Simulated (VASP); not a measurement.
TaMn2N3, 6 atoms in the cell. Symmetry: P6/mmm, No. 191, hexagonal system. Conventional cell: a = 5.786 Å, b = 5.786 Å, c = 2.675 Å, α = 90.00°, β = 90.00°, γ = 120.00°. Ta (site symmetry 6/mmm) has 2 Ta at 2.67 Å and 6 N at 2.89 Å and 6 Mn at 3.34 Å within 3.5 Å. Within 2.2 Å of Mn (site symmetry -6m2) lie 3 N at 1.67 Å. N (site symmetry mmm) has 2 Mn at 1.67 Å within 2.2 Å. 

```yaml
Program: VASP 6.6.1
Task: single point
Functional: PBE
Potentials_or_basis: VASP PAW PBE potentials, release 64 (Ta_pv, Mn_pv, N)
Cutoff: 520 eV
k_mesh: 3 × 3 × 6
Occupations: gaussian, width 0.1 eV
Spin: collinear spin, ferromagnetic start
Starting_moments: "[0.19, 0.0, 0.0, 0.0, 0.0, 0.0] μB"
Dipole_correction: no
Further_INCAR_settings: ALGO = Normal; EDIFF = 1e-06; NBANDS = 39
```

Potentials or basis: VASP PAW PBE potentials, release 64 (Ta_pv, Mn_pv, N).

Command:

```console
$ cat potpaw_PBE.64/Ta_pv/POTCAR potpaw_PBE.64/Mn_pv/POTCAR potpaw_PBE.64/N/POTCAR > POTCAR
$ mpirun -np 1 vasp_std > vasp.out
```

Hardware: 1 thread of Oxide Virtual Turin-like Processor, with other jobs on the host.

Q: Estimate the wall time of this run.

A: Run time: 90 s on 1 thread of Oxide Virtual Turin-like Processor (shared host), peak memory 0.24 GiB. Counts: scf iterations 16, k points 12.
